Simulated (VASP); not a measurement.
Here is a VASP 6.6.1 calculation.

File INCAR:

```
PREC     = Accurate       # precision mode
ENCUT    = 520            # plane-wave cutoff, eV
EDIFF    = 1E-6           # SCF threshold, eV
ISMEAR   = -1             # smearing method
SIGMA    = 0.05           # smearing width, eV
LREAL    = F              # projectors in reciprocal space
LASPH    = T              # aspherical terms in the spheres
NELM     = 100            # most SCF steps
ALGO     = Normal         # electronic algorithm
ISIF     = 2              # what is computed and relaxed
LWAVE    = F              # write WAVECAR
LCHARG   = T              # write CHGCAR
GGA      = PE             # functional
LELF     = T              # ELF
LVHAR    = T            
NBANDS   = 28             # bands
```

File KPOINTS:

```
Automatic mesh
0
Gamma
  10 10 1
```

POSCAR

```
WS
1.0
    3.1835163551      0.0000000000      0.0000000000
   -1.5917581776      2.7570060369      0.0000000000
    0.0000000000      0.0000000000     31.9505778900
W S
2 2
Direct
    0.3333333300      0.6666666600      0.2347375383
    0.3333333300      0.6666666600      0.7652624617
    0.6666666700      0.3333333400      0.2835461018
    0.6666666700      0.3333333400      0.7164538982
```

Potentials or basis: VASP PAW PBE potentials, release 64 (W_sv, S).

Run with:

```bash
$ cat potpaw_PBE.64/W_sv/POTCAR potpaw_PBE.64/S/POTCAR > POTCAR
$ mpirun -np 1 vasp_std > vasp.out
```

(1) What does it give for the largest force?

(2) What does it give for the band gap on the k mesh?

## Answers

(1) 0.496 eV/Å.

(2) 0.21 eV, indirect (least direct gap 0.82 eV).

Caveat: spin-orbit coupling is left out, which moves the levels of the heavy elements.
